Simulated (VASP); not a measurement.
# Li (P1) in VASP: notebook

The runs below take Li through single point, with PBEsol.

Program: VASP 6.6.1. These are calculated values, not measurements. Logs are shortened: lines on timing, memory, paths and dates and some standing lists are left out, and cuts for length are marked.

### 1 The cell of the first run

The typed cell holds 16 atoms: a = 7.094 Å, b = 7.094 Å, c = 7.094 Å, α = 90.00°, β = 90.00°, γ = 90.00°.

### 2 Single point, PBEsol

The input, INCAR:

```
ALGO = Normal ; EDIFF = 1E-6
ENCUT = 520 ; GGA = PS
ISIF = 2 ; ISMEAR = -1
LASPH = True ; LCHARG = True
LELF = True ; LREAL = Auto
LVHAR = True ; LWAVE = False
NBANDS = 38 ; NELM = 80
PREC = Accurate ; SIGMA = 0.11
```

The input, KPOINTS:

```
k-points
0
Gamma
  2 2 2
```

The input, POSCAR:

```
Li
1.0
    7.0944470000      0.0000000000      0.0000000000
    0.0000000000      7.0944470000      0.0000000000
    0.0000000000      0.0000000000      7.0944470000
Li
16
Direct
   -0.0088519937     -0.0002678151     -0.0106844128
    0.5049442190      0.0064275623      0.0311793153
   -0.0230602893      0.5441297962      0.0132779905
   -0.0202834696      0.0143069643      0.4611494032
    0.2333233302      0.2502661589      0.2948644200
    0.4903976307      0.4820530762     -0.0100642094
    0.5058040465      0.0139404805      0.4958385058
    0.7385917465      0.2657430523      0.2922567467
    0.0286421197      0.4849285646      0.5209849337
    0.2684916809      0.7246653615      0.2620077365
    0.2675472803      0.2372136969      0.7369425693
    0.5325432694      0.5398729457      0.5288361447
    0.7675157768      0.7021407024      0.1957023571
    0.7701798322      0.2377775181      0.7569864149
    0.2154642920      0.7161657561      0.7237914386
    0.7550835181      0.7655283069      0.7383380269
```

Potentials or basis: VASP PAW PBE potentials, release 64 (Li_sv).

On the command line:

```bash
$ cat potpaw_PBE.64/Li_sv/POTCAR > POTCAR
$ mpirun -np 1 vasp_std > vasp.out
```

OUTCAR:

```text
EDIFF = 1E-6
   ENCUT = 520
   GGA = PS
   ISIF = 2
   ISMEAR = -1
   LASPH = True
   LREAL = Auto
   NELM = 80
   PREC = Accurate

 ion  position               nearest neighbor table
   1  0.991  1.000  0.989-
   2  0.505  0.006  0.031-
   3  0.977  0.544  0.013-  13 2.27
   4  0.980  0.014  0.461-
   5  0.233  0.250  0.295-
   6  0.490  0.482  0.990-
   7  0.506  0.014  0.496-
   8  0.739  0.266  0.292-
   9  0.029  0.485  0.521-  15 2.55
  10  0.268  0.725  0.262-
  11  0.268  0.237  0.737-
  12  0.533  0.540  0.529-
  13  0.768  0.702  0.196-   3 2.27
  14  0.770  0.238  0.757-
  15  0.215  0.716  0.724-   9 2.55
  16  0.755  0.766  0.738-

  LATTYP: Found a simple cubic cell.
 ALAT       =     7.0944470000

  Lattice vectors:

 A1 = (   7.0944470000,   0.0000000000,   0.0000000000)
 A2 = (   0.0000000000,   7.0944470000,   0.0000000000)
 A3 = (   0.0000000000,   0.0000000000,   7.0944470000)

Analysis of symmetry for initial positions (statically):
=====================================================================
 Subroutine PRICEL returns:
 Original cell was already a primitive cell.

 Routine SETGRP: Setting up the symmetry group for a
 simple cubic supercell.

 Subroutine GETGRP returns: Found  1 space group operations
 (whereof  1 operations were pure point group operations)
 out of a pool of 48 trial point group operations.

The static configuration has the point symmetry C_1 .

Analysis of symmetry for dynamics (positions and initial velocities):
=====================================================================
 Subroutine PRICEL returns:
 Original cell was already a primitive cell.

 Routine SETGRP: Setting up the symmetry group for a
 simple cubic supercell.

 Subroutine GETGRP returns: Found  1 space group operations
 (whereof  1 operations were pure point group operations)
 out of a pool of 48 trial point group operations.

The dynamic configuration has the point symmetry C_1 .

 Subroutine INISYM returns: Found  1 space group operations
 (whereof  1 operations are pure point group operations),
 and found     1 'primitive' translations

----------------------------------------------------------------------------------------

                                     Primitive cell

[... 103 lines left out ...]
   EDIFFG = 0.1E-04   stopping-criterion for IOM
   NSW    =      0    number of steps for IOM
   IBRION =     -1    ionic relax: 0-MD 1-quasi-New 2-CG
   NFREE  =      0    steps in history (QN), initial steepest desc. (CG)
   ISIF   =      2    stress and relaxation
   ISYM   =      2    0-nonsym 1-usesym 2-fastsym
   POTIM  = 0.5000    time-step for ionic-motion
   TEBEG  =    0.0;   TEEND  =   0.0 temperature during run
   PSTRESS=    0.0 pullay stress
   NELECT =      48.0000    total number of electrons
   NUPDOWN=      -1.0000    fix difference up-down
   EMIN   =  10.00;   EMAX   =-10.00  energy-range for DOS
   EFERMI =   0.00;   METHOD = LEGACY
   ISMEAR =    -1;   SIGMA  =   0.11  broadening in eV -4-tet -1-fermi 0-gaus
   EFERMI_NEDOS =   21; number of points for ismear=-14 and -15
   IALGO  =     38    algorithm
   IMIX   =      4    mixing-type and parameters
     AMIX     =   0.40;   BMIX     =  1.00
     AMIX_MAG =   1.60;   BMIX_MAG =  1.00
  volume/ion in A,a.u.               =      22.32       150.60
  Fermi-wavevector in a.u.,A,eV,Ry     =   0.838629  1.584780  9.568965  0.703299
  Thomas-Fermi vector in A             =   1.952715
   LORBIT       =      0    0 simple, 1 ext, 2 COOP (PROOUT), +10 PAW based schemes
   GGA     = PS    functional components
   LHFCALC =     F    Hartree Fock is set to
   AEXX    =    0.0000 exact exchange contribution
   IVDW    =     0    specifies the selected vdW correction
   LEPSILON=     F    determine dielectric tensor
   LRPA    =     F    only Hartree local field effects (RPA)
 non-spin polarized calculation
  energy-cutoff  :      520.00
  volume of cell :      357.07
 maximum number of plane-waves:      9771
 NGX is ok and might be reduce to    54
   NGX = 27   NGY = 27   NGZ = 27

 number of electron      48.0000021 magnetization

 Free energy of the ion-electron system (eV)
  ---------------------------------------------------
  ext. energy  EPLUGINS =         0.00000000
  ---------------------------------------------------
  free energy    TOTEN  =       -30.35087859 eV

  energy without entropy =      -29.94254499  energy(sigma->0) =      -30.14671179

 E-fermi :   0.2187     XC(G=0):  -6.7772

 val. band max:        0.2066223506   @ k =   0.0000   0.5000   0.5000
 cond. band min:       0.2210231083   @ k =   0.5000   0.0000   0.5000
 fundamental gap:      0.0144007577
 Fermi energy:         0.2186721164

 k-point     1 :       0.0000    0.0000    0.0000
  band No.  band energies     occupation
      1     -45.9192      2.00000
      2     -45.8649      2.00000
      3     -45.8409      2.00000
      4     -45.8091      2.00000
      5     -45.8030      2.00000
      6     -45.8013      2.00000
[... 301 lines left out ...]
     35       2.9526      0.00000
     36       3.0156      0.00000
 [bands above 36 left out]

------------------------ aborting loop because EDIFF is reached ----------------------------------------

  FORCE on cell =-STRESS in cart. coord.  units (eV):
  Direction    XX          YY          ZZ          XY          YZ          ZX
  --------------------------------------------------------------------------------------
  -------------------------------------------------------------------------------------
  Total       -1.4639038     -1.6149006     -1.8056274     -0.2516572      0.5744218     -0.2894391
  in kB       -6.5685191     -7.2460400     -8.1018291     -1.1291830      2.5774241     -1.2987100
  external PRESSURE =      -7.3054627 kB  Pullay stress =       0.0000000 kB

 VOLUME and BASIS-vectors are now :
 -----------------------------------------------------------------------------
  energy-cutoff  :      520.00
  volume of cell :      357.07
      direct lattice vectors                 reciprocal lattice vectors
     7.094447000  0.000000000  0.000000000     0.140955313  0.000000000  0.000000000
     0.000000000  7.094447000  0.000000000     0.000000000  0.140955313  0.000000000
     0.000000000  0.000000000  7.094447000     0.000000000  0.000000000  0.140955313

 POSITION                                       TOTAL-FORCE (eV/Angst)
 -----------------------------------------------------------------------------------
      7.03165      7.09255      7.01865         0.188545      0.044615      0.186785
      3.58230      0.04560      0.22120         0.019489     -0.117952     -0.100843
      6.93085      3.86030      0.09420         0.569149     -0.752824     -0.434002
      6.95055      0.10150      3.27160         0.019372     -0.455671      0.156940
      1.65530      1.77550      2.09190         0.200657      0.209556     -0.365646
      3.47910      3.41990      7.02305        -0.010470     -0.005908     -0.037323
[... 8 lines left out ...]
      1.52860      5.08080      5.13490         0.245696      0.484944      0.271625
      5.35690      5.43100      5.23810         0.037346      0.082543      0.083830
 -----------------------------------------------------------------------------------
    total drift:                               -0.003438     -0.002711     -0.006405

  FREE ENERGIE OF THE ION-ELECTRON SYSTEM (eV)
  ---------------------------------------------------
  free  energy   TOTEN  =       -30.3508785947 eV

  energy  without entropy=      -29.9425449905  energy(sigma->0) =      -30.14671179
```

OSZICAR:

```text
N       E                     dE             d eps       ncg     rms          rms(c)
DAV:   1     0.261805884732E+03    0.26181E+03   -0.20457E+04   616   0.123E+03
DAV:   2     0.401057972043E+02   -0.22170E+03   -0.20693E+03   616   0.328E+02
DAV:   3    -0.146603134222E+02   -0.54766E+02   -0.53050E+02  1110   0.814E+01
DAV:   4    -0.275491923680E+02   -0.12889E+02   -0.12661E+02  1002   0.639E+01
DAV:   5    -0.305337885766E+02   -0.29846E+01   -0.29804E+01  1086   0.194E+01    0.216E+00
DAV:   6    -0.303699780934E+02    0.16381E+00   -0.97645E-01   848   0.522E+00    0.104E+00
DAV:   7    -0.303530457246E+02    0.16932E-01   -0.14576E-01  1056   0.149E+00    0.371E-01
DAV:   8    -0.303507822504E+02    0.22635E-02   -0.22363E-02  1000   0.535E-01    0.104E-01
DAV:   9    -0.303508760809E+02   -0.93831E-04   -0.33185E-03   968   0.203E-01    0.639E-02
DAV:  10    -0.303508795458E+02   -0.34649E-05   -0.36437E-04   968   0.771E-02    0.240E-02
DAV:  11    -0.303508802011E+02   -0.65523E-06   -0.59513E-05   968   0.351E-02    0.646E-03
DAV:  12    -0.303508791281E+02    0.10729E-05   -0.56427E-06   848   0.129E-02    0.288E-03
DAV:  13    -0.303508785947E+02    0.53343E-06   -0.45119E-07   480   0.595E-03
   1 F= -.30350879E+02 E0= -.30146712E+02  d E =-.408334E+00
```

Run time: 5.2 min. Hardware: 1 thread of AMD EPYC 7R13, shared host; peak memory 0.34 GiB.

Results:

```
Free energy            : -30.3509 eV
Largest force          : 1.047 eV/Å
Band gap on the k mesh : zero (band 24 reaches 0.62 eV, above the bottom of band 25 at -0.17 eV)
```

Forces on the atoms (eV/Å):
```
Li   0.189  0.045  0.187
Li   0.019 -0.118 -0.101
Li   0.569 -0.753 -0.434
Li   0.019 -0.456  0.157
Li   0.201  0.210 -0.366
Li  -0.010 -0.006 -0.037
Li  -0.009 -0.237  0.048
Li   0.003  0.176 -0.271
Li  -0.466 -0.026 -0.162
Li  -0.079  0.122  0.004
Li  -0.098  0.000  0.051
Li  -0.093 -0.304 -0.165
Li  -0.467  0.559  0.752
Li  -0.060  0.220 -0.019
Li   0.246  0.485  0.272
Li   0.037  0.083  0.084
```

Levels at points of the mesh, in eV from the Fermi level:
| k point | band 20 | band 21 | band 22 | band 23 | band 24 | band 25 | band 26 | band 27 |
| --- | --- | --- | --- | --- | --- | --- | --- | --- |
| (0.00, 0.00, 0.00) | -0.98 | -0.95 | -0.94 | -0.83 | 0.40 | 0.41 | 0.43 | 0.45 |
| (0.50, 0.00, 0.00) | -0.51 | -0.50 | -0.47 | -0.43 | -0.38 | -0.36 | -0.32 | 1.07 |
| (0.00, 0.50, 0.00) | -0.56 | -0.52 | -0.47 | -0.44 | -0.38 | -0.32 | -0.28 | 1.08 |
| (0.00, 0.00, 0.50) | -0.53 | -0.49 | -0.47 | -0.45 | -0.42 | -0.38 | -0.29 | 1.07 |
| (0.50, 0.50, 0.00) | -2.08 | -0.09 | -0.03 | 0.09 | 0.11 | 0.15 | 0.16 | 0.27 |
| (0.00, 0.50, 0.50) | -2.07 | -0.15 | -0.04 | -0.01 | 0.08 | 0.19 | 0.23 | 0.30 |
| (0.50, 0.00, 0.50) | -2.06 | -0.07 | 0.00 | 0.04 | 0.08 | 0.13 | 0.17 | 0.25 |
| (0.50, 0.50, 0.50) | -1.57 | -1.55 | -1.54 | -1.50 | -1.42 | 2.14 | 2.24 | 2.27 |

Caveat: the k points lie up to 0.44 Å⁻¹ apart; the cutoff is under 1.25 times the usual one of these potentials, so pressure, stress and relaxed cells hold a basis-set (Pulay) error; the PAW data sets were made with another functional, which shifts forces and pressure a little.

### 3 Single point, PBEsol

The input, INCAR:

```
PREC = Accurate
ENCUT = 520
EDIFF = 1E-6
ISMEAR = -1
SIGMA = 0.11
LREAL = Auto
LASPH = T
NELM = 80
ALGO = Normal
ISIF = 2
LWAVE = F
LCHARG = F
GGA = PS
NBANDS = 38
```

The input, KPOINTS:

```
regular mesh
0
Gamma
  2 2 2
```

The input, POSCAR:

```
Li
1.0
    7.0944470000      0.0000000000      0.0000000000
    0.0000000000      7.0944470000      0.0000000000
    0.0000000000      0.0000000000      7.0944470000
Li
16
Direct
   -0.0057368813     -0.0160830013     -0.0087251339
    0.5213937041      0.0258653000      0.0190148718
   -0.0059906008      0.5373921322      0.0204385204
   -0.0488973982     -0.0223273216      0.4732010825
    0.2625292711      0.2350993672      0.3280453008
    0.5125699015      0.4479277948     -0.0056945947
    0.5026466474      0.0017196548      0.5383365328
    0.7753387967      0.2351134627      0.2861815727
   -0.0143069643      0.4599935696      0.4983193193
    0.2212152688      0.7332072535      0.2848988794
    0.2653624729      0.2217508990      0.7248767945
    0.4742723429      0.5487954170      0.5433827330
    0.7448924490      0.6816880865      0.2505903561
    0.7998086391      0.2422035149      0.7183646590
    0.2434439217      0.7389159437      0.7016332633
    0.7308532998      0.7919433326      0.7081453988
```

Potentials or basis: VASP PAW PBE potentials, release 64 (Li_sv).

On the command line:

```bash
$ cat potpaw_PBE.64/Li_sv/POTCAR > POTCAR
$ mpirun -np 1 vasp_std > vasp.out
```

Wall time 5 min (1 thread of AMD EPYC 7R13, shared host); peak memory 0.34 GiB.

It converged, with:

| Item | Value |
| --- | --- |
| Free energy | -29.9636 eV |
| Largest force | 0.938 eV/Å |
| Band gap on the k mesh | zero (band 24 reaches 0.60 eV, above the bottom of band 25 at -0.13 eV) |

Forces in eV/Å, atoms in the order of the input:
```
Li   0.058  0.092  0.092
Li  -0.032 -0.334 -0.013
Li   0.180 -0.412 -0.380
Li   0.467 -0.217 -0.011
Li  -0.086  0.095 -0.410
Li  -0.077  0.183 -0.082
Li   0.074  0.065 -0.435
Li  -0.351  0.115 -0.279
Li   0.229  0.505  0.104
Li   0.223  0.172 -0.104
Li  -0.330  0.098  0.254
Li   0.519 -0.696 -0.354
Li  -0.272  0.407  0.255
Li  -0.382  0.041  0.358
Li  -0.496  0.336  0.515
Li   0.274 -0.451  0.492
```

Levels at points of the mesh, in eV from the Fermi level:
```
           k point  band 21  band 22  band 23  band 24  band 25  band 26
(0.00, 0.00, 0.00)    -0.95    -0.92    -0.80     0.39     0.42     0.46
(0.50, 0.00, 0.00)    -0.53    -0.48    -0.39    -0.36    -0.33    -0.26
(0.00, 0.50, 0.00)    -0.51    -0.49    -0.41    -0.37    -0.30    -0.20
(0.00, 0.00, 0.50)    -0.55    -0.47    -0.40    -0.33    -0.27    -0.16
(0.50, 0.50, 0.00)    -0.06     0.01     0.08     0.08     0.15     0.19
(0.00, 0.50, 0.50)    -0.17    -0.08    -0.02     0.03     0.23     0.25
(0.50, 0.00, 0.50)    -0.26    -0.12    -0.02     0.05     0.22     0.30
(0.50, 0.50, 0.50)    -1.52    -1.47    -1.36    -1.34     1.97     2.03
```

Caveat: the k points lie up to 0.44 Å⁻¹ apart; the cutoff is under 1.25 times the usual one of these potentials, so pressure, stress and relaxed cells hold a basis-set (Pulay) error; the PAW data sets were made with another functional, which shifts forces and pressure a little.

### 4 Single point, PBEsol

The input, INCAR:

```
SYSTEM = Li
PREC = Accurate ; ENCUT = 520
EDIFF = 1E-6 ; ISMEAR = -1
SIGMA = 0.11 ; LREAL = Auto
LASPH = .True. ; NELM = 60
ALGO = Normal ; ISIF = 2
LWAVE = .False. ; LCHARG = .True.
GGA = PS ; LELF = .True.
LVHAR = .True. ; NBANDS = 38
```

The input, KPOINTS:

```
regular mesh
0
Gamma
  2 2 2
  0 0 0
```

The input, POSCAR:

```
Li
1.0
    7.0944470000      0.0000000000      0.0000000000
    0.0000000000      7.0944470000      0.0000000000
    0.0000000000      0.0000000000      7.0944470000
Li
16
Direct
   -0.0058496455     -0.0102474513     -0.0178449427
    0.5184336425      0.0114455714      0.0393406280
    0.0108535591      0.4937523672      0.0166468225
   -0.0733249540     -0.0354361658      0.4644195665
    0.2617258258      0.2090649208      0.3317242345
    0.5495142891      0.4511979581     -0.0108112725
    0.5201392018     -0.0103179289      0.5467092784
    0.7776645593      0.2627125130      0.2697179921
    0.0201566098      0.4665057051      0.4909614520
    0.2308707078      0.7449488311      0.2881549471
    0.2418934133      0.2072325017      0.7011822063
    0.5098212729      0.5285824251      0.5270742032
    0.7806246209      0.7054249612      0.2194392318
    0.7676285410      0.2415128339      0.7320232289
    0.2314345290      0.7360545508      0.7608063039
    0.7134594141      0.8029801336      0.7470208742
```

On the command line:

```bash
$ cat potpaw_PBE.64/Li_sv/POTCAR > POTCAR
$ mpirun -np 1 vasp_std > vasp.out
```

It took 5.2 min on 1 thread of AMD EPYC 7R13, shared host; peak memory 0.34 GiB.

It converged, with:

| Property | Result |
| --- | --- |
| Free energy | -30.1723 eV |
| Largest force | 0.931 eV/Å |
| Band gap on the k mesh | zero (band 24 reaches 0.59 eV, above the bottom of band 25 at -0.09 eV) |

Forces in eV/Å, atoms in the order of the input:
```
Li   0.011  0.180  0.211
Li  -0.061 -0.088 -0.022
Li   0.172 -0.266 -0.210
Li   0.402  0.021  0.131
Li  -0.011  0.062 -0.595
Li  -0.391  0.150 -0.038
Li  -0.253  0.145 -0.554
Li  -0.187 -0.170  0.011
Li  -0.238  0.356  0.259
Li   0.221  0.101 -0.116
Li  -0.034  0.027  0.529
Li   0.084 -0.202 -0.175
Li  -0.324  0.173  0.167
Li   0.077  0.067  0.021
Li   0.062  0.095 -0.087
Li   0.468 -0.653  0.470
```

Levels at points of the mesh, in eV from the Fermi level:
```tsv
k point	band 19	band 20	band 21	band 22	band 23	band 24	band 25	band 26	band 27	band 28
(0.00, 0.00, 0.00)	-1.05	-0.98	-0.93	-0.87	-0.82	0.38	0.42	0.46	0.48	0.52
(0.50, 0.00, 0.00)	-0.70	-0.55	-0.51	-0.48	-0.40	-0.32	-0.29	-0.27	0.96	1.07
(0.00, 0.50, 0.00)	-0.65	-0.60	-0.54	-0.46	-0.41	-0.40	-0.26	-0.21	1.08	1.19
(0.00, 0.00, 0.50)	-0.61	-0.58	-0.50	-0.48	-0.44	-0.39	-0.30	-0.23	0.98	1.08
(0.50, 0.50, 0.00)	-2.10	-2.05	-0.12	-0.07	0.02	0.10	0.19	0.23	0.29	0.38
(0.00, 0.50, 0.50)	-2.09	-2.05	-0.16	-0.04	0.06	0.12	0.17	0.20	0.30	0.41
(0.50, 0.00, 0.50)	-2.13	-1.97	-0.17	-0.04	-0.03	0.03	0.13	0.27	0.36	0.44
(0.50, 0.50, 0.50)	-1.64	-1.59	-1.56	-1.53	-1.40	-1.33	1.89	2.05	2.13	2.25
```

Caveat: the k points lie up to 0.44 Å⁻¹ apart; the cutoff is under 1.25 times the usual one of these potentials, so pressure, stress and relaxed cells hold a basis-set (Pulay) error; the PAW data sets were made with another functional, which shifts forces and pressure a little.

(Continued in part 2 of 2.)
